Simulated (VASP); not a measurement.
# O in VASP: single point with PBE+D3(BJ)

Aim: the single point of O with PBE+D3(BJ).

Program: VASP 6.6.1. These are calculated values, not measurements. Logs are shortened: lines on timing, memory, paths and dates and some standing lists are left out, and cuts for length are marked.

## 1. The cell of the first run

The cell holds a molecule in a box, 1 atom: a = 7.175 Å, b = 6.327 Å, c = 22.743 Å, α = 90.00°, β = 90.00°, γ = 90.00°.

## 2. Single point, PBE+D3(BJ), collinear spin, ferromagnetic start

INCAR reads:

```
SYSTEM = O
ALGO = Normal
DIPOL = 0.5 0.5 0.616
EDIFF = 1E-6
ENCUT = 520
GGA = PE
GGA_COMPAT = .FALSE.
IDIPOL = 3
ISIF = 2
ISMEAR = 0
ISPIN = 2
IVDW = 12
LASPH = .TRUE.
LCHARG = .FALSE.
LDIPOL = .TRUE.
LORBIT = 11
LREAL = .FALSE.
LWAVE = .FALSE.
MAGMOM = 2
NBANDS = 13
NELM = 200
NELMDL = -8
PREC = Accurate
SIGMA = 0.05
```

KPOINTS reads:

```
k-points
0
G
  2 3 1
  0 0 0
```

POSCAR reads:

```
O
1.0
    7.1747300941      0.0000000000      0.0000000000
    0.0000000000      6.3274197438      0.0000000000
    0.0000000000      0.0000000000     22.7432884619
O
1
Direct
    0.5000000000      0.6675984972      0.6163187080
```

Potentials or basis: VASP PAW PBE potentials, release 64 (O).

The run is started by

```
$ cat potpaw_PBE.64/O/POTCAR > POTCAR
$ mpirun -np 1 vasp_std > vasp.out
```

OUTCAR:

```text
SYSTEM = O
   EDIFF = 1E-6
   ENCUT = 520
   GGA = PE
   ISIF = 2
   ISMEAR = 0
   ISPIN = 2
   IVDW = 12
   LASPH = .TRUE.
   LORBIT = 11
   LREAL = .FALSE.
   NELM = 200
   NELMDL = -8
   PREC = Accurate
 IVDW          = 12

 ion  position               nearest neighbor table
   1  0.500  0.668  0.616-

  LATTYP: Found a simple orthorhombic cell.
 ALAT       =     6.3274197438
 B/A-ratio  =     1.1339108807
 C/A-ratio  =     3.5944017282

  Lattice vectors:

 A1 = (   0.0000000000,  -6.3274197438,   0.0000000000)
 A2 = (   7.1747300941,   0.0000000000,   0.0000000000)
 A3 = (   0.0000000000,   0.0000000000,  22.7432884619)

Analysis of symmetry for initial positions (statically):
=====================================================================
 Subroutine PRICEL returns:
 Original cell was already a primitive cell.

 Routine SETGRP: Setting up the symmetry group for a
 simple orthorhombic supercell.

 Subroutine GETGRP returns: Found  8 space group operations
 (whereof  2 operations were pure point group operations)
 out of a pool of  8 trial point group operations.

The static configuration has the point symmetry C_1h.
 The point group associated with its full space group is D_2h.

Analysis of symmetry for dynamics (positions and initial velocities):
=====================================================================
 Subroutine PRICEL returns:
 Original cell was already a primitive cell.

 Routine SETGRP: Setting up the symmetry group for a
 simple orthorhombic supercell.

 Subroutine GETGRP returns: Found  8 space group operations
 (whereof  2 operations were pure point group operations)
 out of a pool of  8 trial point group operations.

The dynamic configuration has the point symmetry C_1h.
 The point group associated with its full space group is D_2h.

Analysis of structural, dynamic, and magnetic symmetry:
=====================================================================
 Subroutine PRICEL returns:
 Original cell was already a primitive cell.

 Routine SETGRP: Setting up the symmetry group for a
 simple orthorhombic supercell.

 Subroutine GETGRP returns: Found  8 space group operations
 (whereof  2 operations were pure point group operations)
 out of a pool of  8 trial point group operations.

The overall configuration has the point symmetry C_1h.
 The point group associated with its full space group is D_2h.

 Subroutine INISYM returns: Found  8 space group operations
 (whereof  2 operations are pure point group operations),
 and found     1 'primitive' translations

----------------------------------------------------------------------------------------

[... 120 lines left out ...]
  energy without entropy =       -1.52835727  energy(sigma->0) =       -1.54760627

 E-fermi :  -7.1264     XC(G=0):  -0.4117

 val. band max:      -10.1437466759   @ k =   0.5000   0.0000   0.0000
 cond. band min:      -7.1135770717   @ k =   0.0000   0.3333   0.0000
 fundamental gap:      3.0301696042
 Fermi energy:        -7.1263671617

 spin component 1

 k-point     1 :       0.0000    0.0000    0.0000
  band No.  band energies     occupation
      1     -25.1433      1.00000
      2     -10.1451      1.00000
      3     -10.1448      1.00000
      4     -10.1438      1.00000
      5      -0.6101      0.00000
      6       0.1706      0.00000
      7       0.1845      0.00000
      8       0.9448      0.00000
      9       1.0148      0.00000
     10       2.2355      0.00000
     11       2.3764      0.00000
     12       2.4127      0.00000
     13       2.4640      0.00000
[... 33 lines left out ...]
 k-point     4 :       0.5000    0.3333    0.0000
  band No.  band energies     occupation
      1     -25.1433      1.00000
      2     -10.1460      1.00000
      3     -10.1452      1.00000
      4     -10.1448      1.00000
      5       0.3685      0.00000
      6       0.7754      0.00000
      7       1.2366      0.00000
      8       1.3137      0.00000
      9       1.3293      0.00000
     10       1.3972      0.00000
     11       1.6513      0.00000
     12       1.9943      0.00000
     13       2.0258      0.00000
 Fermi energy:        -7.1263671617

 spin component 2

 k-point     1 :       0.0000    0.0000    0.0000
  band No.  band energies     occupation
      1     -21.8952      1.00000
      2      -7.1118      0.33983
      3      -7.1103      0.32445
      4      -7.1064      0.28588
      5      -0.4850      0.00000
      6       0.1744      0.00000
      7       0.1954      0.00000
      8       0.9757      0.00000
      9       1.0322      0.00000
     10       2.4171      0.00000
     11       2.4237      0.00000
     12       2.4287      0.00000
     13       2.5276      0.00000
[... 34 lines left out ...]
  band No.  band energies     occupation
      1     -21.8951      1.00000
      2      -7.1133      0.35584
      3      -7.1122      0.34420
      4      -7.1108      0.32958
      5       0.5781      0.00000
      6       0.8391      0.00000
      7       1.2743      0.00000
      8       1.3195      0.00000
      9       1.3344      0.00000
     10       1.3860      0.00000
     11       1.8608      0.00000
     12       2.0512      0.00000
     13       2.0649      0.00000

------------------------ aborting loop because EDIFF is reached ----------------------------------------

 vacuum level on the upper side and lower side of the slab       (xc-potential included)         0.003         0.003

 Edisp (eV)   -0.00026

 E8    (eV) :    -0.0000

  FORCE on cell =-STRESS in cart. coord.  units (eV):
  Direction    XX          YY          ZZ          XY          YZ          ZX
  --------------------------------------------------------------------------------------
  -------------------------------------------------------------------------------------
  Total      -0.02552    -0.02687    -0.02414    -0.00000     0.00000     0.00000
  in kB      -0.03960    -0.04170    -0.03746    -0.00000     0.00000     0.00000
  external pressure =       -0.04 kB  Pullay stress =        0.00 kB

 VOLUME and BASIS-vectors are now :
 -----------------------------------------------------------------------------
  energy-cutoff  :      520.00
  volume of cell :     1032.49
      direct lattice vectors                 reciprocal lattice vectors
     7.174730094  0.000000000  0.000000000     0.139378065  0.000000000  0.000000000
     0.000000000  6.327419744  0.000000000     0.000000000  0.158042305  0.000000000
     0.000000000  0.000000000 22.743288462     0.000000000  0.000000000  0.043969015

 POSITION                                       TOTAL-FORCE (eV/Angst)
 -----------------------------------------------------------------------------------
      3.58737      4.22418     14.01711         0.000000      0.000000      0.000000
 -----------------------------------------------------------------------------------
    total drift:                                0.000000      0.000017      0.000015

  FREE ENERGIE OF THE ION-ELECTRON SYSTEM (eV)
  ---------------------------------------------------
  free  energy   TOTEN  =        -1.5671192791 eV

  energy  without entropy=       -1.5286212843  energy(sigma->0) =       -1.54787028

 vacuum level on the upper side and lower side of the slab         0.076         0.075

 total charge

# of ion       s       p       d       tot
------------------------------------------
    1        1.626   2.923   0.000   4.549

 magnetization (x)

# of ion       s       p       d       tot
------------------------------------------
    1        0.014   1.534   0.000   1.548
```

stdout:

```text
POSCAR found type information on POSCAR O
 POSCAR found :  1 types and       1 ions
 scaLAPACK will be used
 LDA part: xc-table for (Slater+PW92), standard interpolation
 POSCAR, INCAR and KPOINTS ok, starting setup
 FFT: planning ... GRIDC
 FFT: planning ... GRID_SOFT
 FFT: planning ... GRID
 WAVECAR not read
 entering main loop
```

Run time: 7.9 min. Hardware: 1 thread of Intel Xeon 8259CL, shared host; peak memory 1.2 GiB.

Results:

```
Free energy                                           : -1.5671 eV
Gap between the frontier levels                       : zero (filled and empty bands touch)
Net moment                                            : 2.00 μB per cell
Site moments                                          : O +1.55 μB
Valence electrons inside the program's atomic spheres : O 4.55
Dispersion energy per atom                            : 0.000 eV
```

Levels at points of the mesh, in eV from the Fermi level:
Spin up:
```
           k point  band 1  band 2  band 3  band 4  band 5  band 6  band 7  band 8  band 9
(0.00, 0.00, 0.00)  -18.02   -3.02   -3.02   -3.02    6.52    7.30    7.31    8.07    8.14
(0.50, 0.00, 0.00)  -18.02   -3.02   -3.02   -3.02    7.06    7.51    7.96    8.02    8.04
```
Spin down:
```tsv
k point	band 1	band 2	band 3	band 4
(0.00, 0.00, 0.00)	-14.77	0.01	0.02	0.02
(0.50, 0.00, 0.00)	-14.77	0.01	0.01	0.02
```

Caveat: the k points lie up to 0.44 Å⁻¹ apart.
